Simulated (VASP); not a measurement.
Write the native input for VASP 6.6.1 that does the following.

```yaml
Task: relaxation of cell and atoms
Functional: BLYP
Potentials_or_basis: VASP PAW PBE potentials, release 64 (Pb_d)
Cutoff: 600 eV
k_mesh: 11 × 11 × 11
Occupations: fermi-dirac, width 0.1 eV
Spin: no spin polarisation
Dipole_correction: no
Further_INCAR_settings: ALGO = Normal; EDIFF = 1e-07; IBRION = 2; EDIFFG = -0.01; NSW = 80; ISIF = 3
```

The structure of Pb lies in POSCAR:

```
Pb
1.0
    0.0000000000      2.4752500000      2.4752500000
    2.4752500000      0.0000000000      2.4752500000
    2.4752500000      2.4752500000      0.0000000000
Pb
1
Direct
    0.0000000000      0.0000000000      0.0000000000
```

The input as run:

INCAR

```
SYSTEM = Pb
  AGGAC = 1.0
  AGGAX = 1.0
  ALDAC = 0.0
  ALDAX = 1.0
  ALGO = Normal
  EDIFF = 1E-7
  EDIFFG = -0.01
  ENCUT = 600
  GGA = B5
  IBRION = 2
  ISIF = 3
  ISMEAR = -1
  LASPH = .True.
  LCHARG = .False.
  LREAL = .False.
  LWAVE = .False.
  NELM = 100
  NSW = 80
  PREC = Accurate
  SIGMA = 0.1
```

KPOINTS

```
k-points
0
Gamma
  11 11 11
  0 0 0
```

Potentials or basis: VASP PAW PBE potentials, release 64 (Pb_d).

Run with:

```sh
$ cat potpaw_PBE.64/Pb_d/POTCAR > POTCAR
$ mpirun -np 1 vasp_std > vasp.out
```

Results of the run:

The relaxed volume is 34.81 Å³/atom. The relaxed cell is a = 3.665 Å, b = 3.665 Å, c = 3.665 Å, α = 60.00°, β = 60.00°, γ = 60.00°, the space group after relaxing (to 0.05 Å) is Fm-3m (No. 225) and the energy gained by relaxing is 74.9 meV/atom. The ionic steps are 3, the pressure after relaxing is 0.0 GPa and the band gap on the k mesh is zero (band 7 reaches 12.49 eV, above the bottom of band 8 at 5.19 eV).

Caveat: the PAW data sets were made with another functional, which shifts forces and pressure a little; spin-orbit coupling is left out, which moves the levels of the heavy elements; the volume moved by +15 % from the deposited cell, more than functionals usually miss.

Run time: 31 s on 1 thread of Intel(R) Xeon(R) 6975P-C (Granite Rapids), with other jobs on the host, peak memory 0.17 GiB.
